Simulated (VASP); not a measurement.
# Ti4H3 (P-42m) in VASP: further runs, part 2 of 2

VASP 6.6.1. Earlier steps stand in the parts before.

### Step 3. Single point, r2SCAN

This run uses another cell than the first one, of 11.10 Å³/atom.

Input file POSCAR:

```
Ti4H3
1.0
    4.2117809689      0.0000000000      0.0000000000
    0.0000000000      4.2117809689      0.0000000000
    0.0000000000      0.0000000000      4.3787897769
Ti H
4 3
Direct
    0.2553480462      0.2553480462      0.2600361958
    0.7446519538      0.7446519538      0.2600361958
    0.7446519538      0.2553480462      0.7399638042
    0.2553480462      0.7446519538      0.7399638042
    0.0000000000      0.0000000000      0.0000000000
    0.0000000000      0.0000000000      0.5000000000
    0.5000000000      0.5000000000      0.0000000000
```

Input file INCAR.step1:

```
ALGO = Normal
EDIFF = 1E-4
ENCUT = 520
GGA = PE
ISMEAR = 0
LASPH = T
LCHARG = F
LREAL = F
LWAVE = T
NBANDS = 34
NELM = 100
PREC = Accurate
SIGMA = 0.1
```

Input file INCAR.step2:

```
ALGO = Normal
EDIFF = 1E-6
ENCUT = 520
ISIF = 2
ISMEAR = 0
ISTART = 1
LASPH = T
LCHARG = F
LMIXTAU = T
LREAL = F
LWAVE = F
METAGGA = R2SCAN
NBANDS = 34
NELM = 100
PREC = Accurate
SIGMA = 0.1
```

Input file KPOINTS:

```
k-points
0
Gamma
  10 10 8
```

Potentials or basis: VASP PAW PBE potentials, release 64 (Ti_sv, H).

The run is started by

```console
> cat potpaw_PBE.64/Ti_sv/POTCAR potpaw_PBE.64/H/POTCAR > POTCAR
> cp INCAR.step1 INCAR
> mpirun -np 1 vasp_std > vasp.out
> cp INCAR.step2 INCAR
> mpirun -np 1 vasp_std > vasp.out
```

OUTCAR:

```text
EDIFF = 1E-6
   ENCUT = 520
   ISIF = 2
   ISMEAR = 0
   ISTART = 1
   LASPH = T
   LREAL = F
   METAGGA = R2SCAN
   NELM = 100
   PREC = Accurate

 ion  position               nearest neighbor table
   1  0.255  0.255  0.260-   6 1.85   7 1.85   5 1.90   2 2.91
   2  0.745  0.745  0.260-   6 1.85   7 1.85   5 1.90   1 2.91
   3  0.745  0.255  0.740-   6 1.85   7 1.85   5 1.90   4 2.91
   4  0.255  0.745  0.740-   6 1.85   7 1.85   5 1.90   3 2.91
   5  0.000  0.000  0.000-   1 1.90   2 1.90   3 1.90   4 1.90
   6  0.000  0.000  0.500-   1 1.85   2 1.85   3 1.85   4 1.85
   7  0.500  0.500  0.000-   1 1.85   2 1.85   3 1.85   4 1.85
[... 1099 lines left out ...]
  Total        0.2010097      0.2010097      0.1950572      0.0000000      0.0000000      0.0000000
  in kB        4.1461213      4.1461213      4.0233417      0.0000000      0.0000000      0.0000000
  external PRESSURE =       4.1051948 kB  Pullay stress =       0.0000000 kB

 VOLUME and BASIS-vectors are now :
 -----------------------------------------------------------------------------
  energy-cutoff  :      520.00
  volume of cell :       77.68
      direct lattice vectors                 reciprocal lattice vectors
     4.211780969  0.000000000  0.000000000     0.237429251  0.000000000  0.000000000
     0.000000000  4.211780969  0.000000000     0.000000000  0.237429251  0.000000000
     0.000000000  0.000000000  4.378789777     0.000000000  0.000000000  0.228373603

 POSITION                                       TOTAL-FORCE (eV/Angst)
 -----------------------------------------------------------------------------------
      1.07547      1.07547      1.13864         0.010872      0.010872      0.004130
      3.13631      3.13631      1.13864        -0.010872     -0.010872      0.004130
      3.13631      1.07547      3.24015        -0.010872      0.010872     -0.004130
      1.07547      3.13631      3.24015         0.010872     -0.010872     -0.004130
      0.00000      0.00000      0.00000         0.000000     -0.000000      0.000000
      0.00000      0.00000      2.18939         0.000000     -0.000000      0.000000
      2.10589      2.10589      0.00000         0.000000      0.000000      0.000000
 -----------------------------------------------------------------------------------
    total drift:                                0.000000      0.000000     -0.000000

  FREE ENERGIE OF THE ION-ELECTRON SYSTEM (eV)
  ---------------------------------------------------
  free  energy   TOTEN  =       -64.4594405218 eV

  energy  without entropy=      -64.4368084493  energy(sigma->0) =      -64.44812449
```

OUTCAR.step1:

```text
EDIFF = 1E-4
   ENCUT = 520
   GGA = PE
   ISMEAR = 0
[... 1130 lines left out ...]
      1.07547      3.13631      3.24015         0.017906     -0.017906     -0.045739
      0.00000      0.00000      0.00000        -0.000000      0.000000      0.000000
      0.00000      0.00000      2.18939        -0.000000      0.000000      0.000000
      2.10589      2.10589      0.00000         0.000000     -0.000000      0.000000
 -----------------------------------------------------------------------------------
    total drift:                                0.000000      0.000000     -0.000000

  FREE ENERGIE OF THE ION-ELECTRON SYSTEM (eV)
  ---------------------------------------------------
  free  energy   TOTEN  =       -43.4475646943 eV

  energy  without entropy=      -43.4211260805  energy(sigma->0) =      -43.43434539
```

OSZICAR.step1:

```text
N       E                     dE             d eps       ncg     rms          rms(c)
DAV:   1     0.655531108984E+03    0.65553E+03   -0.25287E+04  7140   0.181E+03
DAV:   2     0.345176288083E+02   -0.62101E+03   -0.60835E+03  7140   0.558E+02
DAV:   3    -0.418284417731E+02   -0.76346E+02   -0.74354E+02 11740   0.171E+02
DAV:   4    -0.502578650821E+02   -0.84294E+01   -0.83773E+01 10278   0.532E+01
DAV:   5    -0.507217433210E+02   -0.46388E+00   -0.46365E+00 11294   0.108E+01    0.213E+01
DAV:   6    -0.435959326228E+02    0.71258E+01   -0.25790E+01  8704   0.405E+01    0.493E+00
DAV:   7    -0.434329954367E+02    0.16294E+00   -0.34602E+00 10116   0.934E+00    0.294E+00
DAV:   8    -0.434613275357E+02   -0.28332E-01   -0.71186E-01  8922   0.705E+00    0.126E+00
DAV:   9    -0.434482218038E+02    0.13106E-01   -0.22912E-01  8776   0.326E+00    0.399E-01
DAV:  10    -0.434472927905E+02    0.92901E-03   -0.21291E-02 10338   0.898E-01    0.243E-01
DAV:  11    -0.434476198672E+02   -0.32708E-03   -0.78864E-04  8072   0.220E-01    0.112E-01
DAV:  12    -0.434475646943E+02    0.55173E-04   -0.43183E-04  7406   0.156E-01
   1 F= -.43447565E+02 E0= -.43434345E+02  d E =-.264386E-01
```

It took 5.7 min on 1 thread of Intel Xeon 6975P-C (Granite Rapids), shared host; peak memory 0.34 GiB.

Results:

| Item | Value |
| --- | --- |
| Free energy | -64.4594 eV |
| Pressure | 0.4 GPa |
| Largest force | 0.016 eV/Å |
| Band gap on the k mesh | zero (an odd number of electrons rules out a gap without spin polarisation) |

Forces on the atoms (eV/Å):
```
Ti   0.011  0.011  0.004
Ti  -0.011 -0.011  0.004
Ti  -0.011  0.011 -0.004
Ti   0.011 -0.011 -0.004
H    0.000  0.000  0.000
H    0.000  0.000  0.000
H    0.000  0.000  0.000
```

Caveat: the PAW data sets were made with another functional, which shifts forces and pressure a little.
